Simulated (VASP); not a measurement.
# Mg2SiN2 (P-3m1) in VASP: further runs

Mg2SiN2 is run at these levels: PBE; tasks: single point, relaxation of cell and atoms.

Everything below comes from runs of VASP 6.6.1. Logs are shortened: lines on timing, memory, paths and dates and some standing lists are left out, and cuts for length are marked.

## (1) The cell of the first run

Symmetry: P-3m1, No. 164, trigonal system. Conventional cell: a = 2.894 Å, b = 2.894 Å, c = 7.467 Å, α = 90.00°, β = 90.00°, γ = 120.00°. Within 3.1 Å of Mg (site symmetry 3m) lie 3 N at 2.22 Å and 9 Mg at 2.89 to 3.02 Å and 3 Si at 2.98 Å. Within 2.6 Å of Si (site symmetry -3m) lie 6 N at 1.96 Å. Within 2.7 Å of N (site symmetry 3m) lie 3 Si at 1.96 Å and 3 Mg at 2.22 Å and 3 N at 2.63 Å.

The cell was built from a structure type or drawn by symmetry, and may not be a known phase.

## (2) Single point, PBE

INCAR reads:

```
SYSTEM = Mg2SiN2
ALGO = Normal ; EDIFF = 1E-7
ENCUT = 520 ; GGA = PE
ISIF = 2 ; ISMEAR = 0
LASPH = .True. ; LCHARG = .False.
LREAL = .False. ; LWAVE = .False.
NBANDS = 17 ; NELM = 60
PREC = Accurate ; SIGMA = 0.1
```

KPOINTS reads:

```
k-points
0
Gamma
  12 12 6
  0 0 0
```

POSCAR reads:

```
Mg2SiN2
1.0
    2.8936297398      0.0000000000      0.0000000000
   -1.4468148699      2.5059568638      0.0000000000
    0.0000000000      0.0000000000      7.4672758544
Mg Si N
2 1 2
Direct
    0.6666666667      0.3333333333      0.3311452097
    0.3333333333      0.6666666667      0.6688547903
    0.0000000000      0.0000000000      0.0000000000
    0.6666666667      0.3333333333      0.8636809784
    0.3333333333      0.6666666667      0.1363190216
```

Potentials or basis: VASP PAW PBE potentials, release 64 (Mg, Si, N).

Launch:

```sh
$ cat potpaw_PBE.64/Mg/POTCAR potpaw_PBE.64/Si/POTCAR potpaw_PBE.64/N/POTCAR > POTCAR
$ mpirun -np 1 vasp_std > vasp.out
```

OUTCAR:

```text
SYSTEM = Mg2SiN2
   EDIFF = 1E-7
   ENCUT = 520
   GGA = PE
   ISIF = 2
   ISMEAR = 0
   LASPH = .True.
   LREAL = .False.
   NELM = 60
   PREC = Accurate

 ion  position               nearest neighbor table
   1  0.667  0.333  0.331-   5 2.22   5 2.22   5 2.22   3 2.98   3 2.98   3 2.98   2 3.02   2 3.02
                             2 3.02
   2  0.333  0.667  0.669-   4 2.22   4 2.22   4 2.22   3 2.98   3 2.98   3 2.98   1 3.02   1 3.02
                             1 3.02
   3  0.000  0.000  0.000-   4 1.96   5 1.96   5 1.96   4 1.96   4 1.96   5 1.96   1 2.98   2 2.98
                             2 2.98   1 2.98   2 2.98   1 2.98
   4  0.667  0.333  0.864-   3 1.96   3 1.96   3 1.96   2 2.22   2 2.22   2 2.22
   5  0.333  0.667  0.136-   3 1.96   3 1.96   3 1.96   1 2.22   1 2.22   1 2.22

  LATTYP: Found a hexagonal cell.
 ALAT       =     2.8936297398
 C/A-ratio  =     2.5805913423

  Lattice vectors:

 A1 = (   2.8936297398,   0.0000000000,   0.0000000000)
 A2 = (  -1.4468148699,   2.5059568638,   0.0000000000)
 A3 = (   0.0000000000,   0.0000000000,   7.4672758544)

Analysis of symmetry for initial positions (statically):
=====================================================================
 Subroutine PRICEL returns:
 Original cell was already a primitive cell.

 Routine SETGRP: Setting up the symmetry group for a
 hexagonal supercell.

 Subroutine GETGRP returns: Found 12 space group operations
 (whereof 12 operations were pure point group operations)
 out of a pool of 24 trial point group operations.

The static configuration has the point symmetry D_3d.

Analysis of symmetry for dynamics (positions and initial velocities):
=====================================================================
 Subroutine PRICEL returns:
 Original cell was already a primitive cell.

 Routine SETGRP: Setting up the symmetry group for a
 hexagonal supercell.

 Subroutine GETGRP returns: Found 12 space group operations
 (whereof 12 operations were pure point group operations)
 out of a pool of 24 trial point group operations.

The dynamic configuration has the point symmetry D_3d.

 Subroutine INISYM returns: Found 12 space group operations
 (whereof 12 operations are pure point group operations),
 and found     1 'primitive' translations

----------------------------------------------------------------------------------------

                                     Primitive cell

  volume of cell :      54.1475

  direct lattice vectors                    reciprocal lattice vectors
     2.893629740  0.000000000  0.000000000     0.345586716  0.199524584  0.000000000
    -1.446814870  2.505956864  0.000000000     0.000000000  0.399049167  0.000000000
     0.000000000  0.000000000  7.467275854     0.000000000  0.000000000  0.133917645

  length of vectors
     2.893629740  2.893629740  7.467275854     0.399049167  0.399049167  0.133917645

  position of ions in fractional coordinates (direct lattice)
     0.666666667  0.333333333  0.331145210
     0.333333333  0.666666667  0.668854790
     0.000000000  0.000000000  0.000000000
     0.666666667  0.333333333  0.863680978
     0.333333333  0.666666667  0.136319022

  ion indices of the primitive-cell ions
   primitive index   ion index
                 1           1
                 2           2
                 3           3
                 4           4
                 5           5

----------------------------------------------------------------------------------------

 KPOINTS: k-points

Automatic generation of k-mesh.
 Grid dimensions read from file:
 generate k-points for:   12   12    6

 Generating k-lattice:

  Cartesian coordinates                     Fractional coordinates (reciprocal lattice)
     0.028798893  0.016627049  0.000000000     0.083333333 -0.000000000  0.000000000
     0.000000000  0.033254097  0.000000000     0.000000000  0.083333333  0.000000000
     0.000000000  0.000000000  0.022319608     0.000000000  0.000000000  0.166666667

  Length of vectors
     0.033254097  0.033254097  0.022319608

  Shift w.r.t. Gamma in fractional coordinates (k-lattice)
     0.000000000  0.000000000  0.000000000

 Subroutine IBZKPT returns following result:
 ===========================================

 Found    100 irreducible k-points:

 Following reciprocal coordinates:
            Coordinates               Weight
  0.000000  0.000000  0.000000      1.000000
  0.083333  0.000000  0.000000      6.000000
  0.166667  0.000000  0.000000      6.000000
  0.250000  0.000000  0.000000      6.000000
  0.333333  0.000000  0.000000      6.000000
  0.416667  0.000000  0.000000      6.000000
[... 16 lines left out ...]
  0.166667  0.000000  0.166667      6.000000
  0.000000  0.166667  0.166667      6.000000
 [... further k-points ...]
   k-points           NKPTS =    100   k-points in BZ     NKDIM =    100   number of bands    NBANDS=     17
   number of dos      NEDOS =    301   number of ions     NIONS =      5
   total plane-waves  NPLWV =  32256
   dimension x,y,z NGX =    24 NGY =   24 NGZ =   56
   dimension x,y,z NGXF=    48 NGYF=   48 NGZF=  112
   ions per type =               2   1   2
   NGX,Y,Z   is equivalent  to a cutoff of  13.79, 13.79, 12.47 a.u.
   NGXF,Y,Z  is equivalent  to a cutoff of  27.58, 27.58, 24.93 a.u.
 SYSTEM =  Mg2SiN2
   PREC   = accura    normal or accurate (medium, high low for compatibility)
   ISTART =      0    job   : 0-new  1-cont  2-samecut
   ICHARG =      2    charge: 1-file 2-atom 10-const
   ISPIN  =      1    spin polarized calculation?
   LNONCOLLINEAR =      F non collinear calculations
   LSORBIT =      F    spin-orbit coupling
   LASPH  =      T    aspherical Exc in radial PAW
   ENCUT  =  520.0 eV  38.22 Ry    6.18 a.u.   5.38  5.38 13.88*2*pi/ulx,y,z
   NELM   =     60;   NELMIN=  2; NELMDL= -5     # of ELM steps
   EDIFF  = 0.1E-06   stopping-criterion for ELM
   LREAL  =      F    real-space projection
   EDIFFG = 0.1E-05   stopping-criterion for IOM
   NSW    =      0    number of steps for IOM
   IBRION =     -1    ionic relax: 0-MD 1-quasi-New 2-CG
   NFREE  =      0    steps in history (QN), initial steepest desc. (CG)
   ISIF   =      2    stress and relaxation
   ISYM   =      2    0-nonsym 1-usesym 2-fastsym
   POTIM  = 0.5000    time-step for ionic-motion
   TEBEG  =    0.0;   TEEND  =   0.0 temperature during run
   PSTRESS=    0.0 pullay stress
   NELECT =      18.0000    total number of electrons
   NUPDOWN=      -1.0000    fix difference up-down
   EMIN   =  10.00;   EMAX   =-10.00  energy-range for DOS
   EFERMI =   0.00;   METHOD = LEGACY
   ISMEAR =     0;   SIGMA  =   0.10  broadening in eV -4-tet -1-fermi 0-gaus
   EFERMI_NEDOS =   21; number of points for ismear=-14 and -15
   IALGO  =     38    algorithm
   IMIX   =      4    mixing-type and parameters
     AMIX     =   0.40;   BMIX     =  1.00
     AMIX_MAG =   1.60;   BMIX_MAG =  1.00
  volume/ion in A,a.u.               =      10.83        73.08
  Fermi-wavevector in a.u.,A,eV,Ry     =   1.134069  2.143079 17.498618  1.286112
  Thomas-Fermi vector in A             =   2.270772
   LORBIT       =      0    0 simple, 1 ext, 2 COOP (PROOUT), +10 PAW based schemes
   GGA     = PE    functional components
   LHFCALC =     F    Hartree Fock is set to
   AEXX    =    0.0000 exact exchange contribution
   IVDW    =     0    specifies the selected vdW correction
   LEPSILON=     F    determine dielectric tensor
   LRPA    =     F    only Hartree local field effects (RPA)
 non-spin polarized calculation
 Gauss-broadening in eV      SIGMA  =   0.10
  energy-cutoff  :      520.00
  volume of cell :       54.15
 maximum number of plane-waves:      1504
 NGX is ok and might be reduce to    24
   NGX = 11   NGY = 11   NGZ = 27

 number of electron      17.9999999 magnetization

 Free energy of the ion-electron system (eV)
  ---------------------------------------------------
  ext. energy  EPLUGINS =         0.00000000
  ---------------------------------------------------
  free energy    TOTEN  =       -27.92764652 eV

  energy without entropy =      -27.92670194  energy(sigma->0) =      -27.92717423

 E-fermi :   8.0136     XC(G=0): -10.9497

 val. band max:        7.9588557402   @ k =   0.5000   0.0000   0.3333
 cond. band min:       8.0476209620   @ k =   0.3333   0.3333   0.1667
 fundamental gap:      0.0887652217
 Fermi energy:         8.0136123353

 k-point     1 :       0.0000    0.0000    0.0000
  band No.  band energies     occupation
      1     -11.9328      2.00000
      2      -8.6395      2.00000
      3      -1.1485      2.00000
      4       3.0468      2.00000
      5       3.1588      2.00000
      6       4.6226      2.00000
[... 9 lines left out ...]
     16      18.4235      0.00000
     17      18.4235      0.00000

 k-point     2 :       0.0833    0.0000    0.0000
  band No.  band energies     occupation
      1     -11.8071      2.00000
      2      -8.5528      2.00000
      3      -1.0207      2.00000
      4       2.9967      2.00000
      5       3.1132      2.00000
      6       4.1444      2.00000
[... 9 lines left out ...]
     16      17.7425      0.00000
     17      18.6699      0.00000

 k-point     3 :       0.1667    0.0000    0.0000
  band No.  band energies     occupation
      1     -11.4357      2.00000
      2      -8.3083      2.00000
      3      -0.6567      2.00000
      4       1.9230      2.00000
      5       3.0116      2.00000
      6       3.8232      2.00000
[... 9 lines left out ...]
     16      16.9083      0.00000
     17      17.8812      0.00000

 k-point     4 :       0.2500    0.0000    0.0000
  band No.  band energies     occupation
      1     -10.8376      2.00000
      2      -7.9621      2.00000
      3      -0.1809      2.00000
      4       0.3498      2.00000
      5       2.1819      2.00000
      6       3.2844      2.00000
[... 9 lines left out ...]
     16      16.7446      0.00000
     17      17.0545      0.00000
[... 343 lines left out ...]
      1     -11.8063      2.00000
      2      -8.5573      2.00000
      3      -0.9204      2.00000
      4       2.1690      2.00000
      5       3.6409      2.00000
      6       4.3509      2.00000
[... 9 lines left out ...]
     16      17.8935      0.00000
     17      18.6259      0.00000

 k-point    23 :       0.1667    0.0000    0.1667
  band No.  band energies     occupation
      1     -11.4349      2.00000
      2      -8.3121      2.00000
      3      -0.5672      2.00000
      4       1.7388      2.00000
      5       3.0964      2.00000
      6       3.4625      2.00000
[... 9 lines left out ...]
     16      17.2098      0.00000
     17      17.7906      0.00000

 k-point    24 :       0.0000    0.1667    0.1667
  band No.  band energies     occupation
      1     -11.4349      2.00000
      2      -8.3121      2.00000
      3      -0.5678      2.00000
      4       1.8676      2.00000
      5       2.5844      2.00000
      6       3.8231      2.00000
[... 9 lines left out ...]
     16      16.4014      0.00000
     17      17.7846      0.00000

 [... further k-points ...]
[... 5 lines left out ...]
  --------------------------------------------------------------------------------------
  -------------------------------------------------------------------------------------
  Total       -0.0600417     -0.0600417     -0.1124201      0.0000000      0.0000000      0.0000000
  in kB       -1.7765797     -1.7765797     -3.3264089      0.0000000      0.0000000      0.0000000
  external PRESSURE =      -2.2931894 kB  Pullay stress =       0.0000000 kB

 VOLUME and BASIS-vectors are now :
 -----------------------------------------------------------------------------
  energy-cutoff  :      520.00
  volume of cell :       54.15
      direct lattice vectors                 reciprocal lattice vectors
     2.893629740  0.000000000  0.000000000     0.345586716  0.199524584  0.000000000
    -1.446814870  2.505956864  0.000000000     0.000000000  0.399049167  0.000000000
     0.000000000  0.000000000  7.467275854     0.000000000  0.000000000  0.133917645

 POSITION                                       TOTAL-FORCE (eV/Angst)
 -----------------------------------------------------------------------------------
      1.44681      0.83532      2.47275        -0.000000      0.000000     -0.012765
     -0.00000      1.67064      4.99452        -0.000000      0.000000      0.012765
      0.00000      0.00000      0.00000         0.000000      0.000000      0.000000
      1.44681      0.83532      6.44934        -0.000000     -0.000000     -0.021070
     -0.00000      1.67064      1.01793         0.000000      0.000000      0.021070
 -----------------------------------------------------------------------------------
    total drift:                                0.000000      0.000000      0.000000

  FREE ENERGIE OF THE ION-ELECTRON SYSTEM (eV)
  ---------------------------------------------------
  free  energy   TOTEN  =       -27.9276465231 eV

  energy  without entropy=      -27.9267019446  energy(sigma->0) =      -27.92717423
```

Wall time 1.9 min (1 thread of Intel Xeon 8259CL, shared host); peak memory 0.24 GiB.

What came out:

* Free energy: -27.9276 eV
* Pressure: -0.2 GPa
* Largest force: 0.021 eV/Å
* Band gap on the k mesh: zero (bands 9 and 10 overlap by 0.68 eV)

Forces in eV/Å, atoms in the order of the input:
```
Mg   0.000  0.000 -0.013
Mg   0.000  0.000  0.013
Si   0.000  0.000  0.000
N    0.000  0.000 -0.021
N    0.000  0.000  0.021
```

## (3) Relaxation of cell and atoms, PBE

This run uses another cell than the first one, of 10.87 Å³/atom.

INCAR reads:

```
PREC = Accurate
ENCUT = 600
EDIFF = 1E-6
ISMEAR = 0
SIGMA = 0.1
LREAL = F
LASPH = T
NELM = 80
ALGO = Normal
ISIF = 3
LWAVE = F
LCHARG = F
GGA = PE
IBRION = 2
NSW = 100
EDIFFG = -0.01
```

KPOINTS reads:

```
Automatic mesh
0
Gamma
  12 12 6
```

POSCAR reads:

```
Mg2SiN2
1.0
    2.8970496407      0.0000000000      0.0000000000
   -1.4485248204      2.5089185849      0.0000000000
    0.0000000000      0.0000000000      7.4754156591
Mg Si N
2 1 2
Direct
    0.6666666667      0.3333333333      0.3307155075
    0.3333333333      0.6666666667      0.6692844925
    0.0000000000      0.0000000000      0.0000000000
    0.6666666667      0.3333333333      0.8638027943
    0.3333333333      0.6666666667      0.1361972057
```

Potentials or basis: VASP PAW PBE potentials, release 64 (Mg, Si, N).

Launch:

```sh
$ cat potpaw_PBE.64/Mg/POTCAR potpaw_PBE.64/Si/POTCAR potpaw_PBE.64/N/POTCAR > POTCAR
$ mpirun -np 1 vasp_std > vasp.out
```

Run time: 5.3 min. Hardware: 1 thread of Intel Xeon 8259CL, shared host; peak memory 0.26 GiB.

The run converged. Its results:

```
Free energy                           : -27.9317 eV
Relaxed volume                        : 10.80 Å³/atom
Relaxed cell                          : a = 2.892 Å, b = 2.892 Å, c = 7.457 Å, α = 90.00°, β = 90.00°, γ = 120.00°
Space group after relaxing (to 0.1 Å) : P-3m1 (No. 164)
Energy gained by relaxing             : 0.2 meV/atom
Ionic steps                           : 6
Pressure after relaxing               : 0.0 GPa
Band gap on the k mesh                : zero (bands 9 and 10 overlap by 0.68 eV)
```

Forces in eV/Å, atoms in the order of the input:
```
Mg   0.000  0.000 -0.002
Mg   0.000  0.000  0.002
Si   0.000  0.000  0.000
N    0.000  0.000 -0.003
N    0.000  0.000  0.003
```

Step by step:
```csv
step,energy change (eV),largest force (eV/Å),pressure (GPa),volume (Å³)
1,0.0000,0.0225,-0.76,54.33
2,-0.0006,0.0440,0.39,53.93
3,-0.0007,0.0336,0.04,54.05
4,-0.0008,0.0159,0.01,54.03
5,-0.0008,0.0103,0.00,54.02
6,-0.0009,0.0026,0.01,54.01
```

Final structure:
```
CELL_PARAMETERS angstrom
2.89212 0.00000 0.00000
-1.44606 2.50465 0.00000
0.00000 0.00000 7.45656
ATOMIC_POSITIONS crystal
Mg 0.66667 0.33333 0.33123
Mg 0.33333 0.66667 0.66877
Si 0.00000 0.00000 0.00000
N 0.66667 0.33333 0.86346
N 0.33333 0.66667 0.13654
```

Levels at points of the mesh, in eV from the Fermi level:
```
           k point  band 6  band 7  band 8  band 9  band 10  band 11  band 12  band 13
(0.00, 0.00, 0.00)   -3.40   -3.40   -2.73   -2.73     2.10     3.06     3.59     7.13
(0.50, 0.00, 0.00)   -5.42   -4.46   -3.31   -0.75     0.06     2.12     2.79     4.26
(0.00, 0.00, 0.50)   -3.40   -2.73   -2.73   -2.47     0.46     3.57     4.15     7.13
(0.50, 0.00, 0.50)   -5.27   -4.42   -3.31   -1.05    -0.19     1.81     3.36     4.80
```
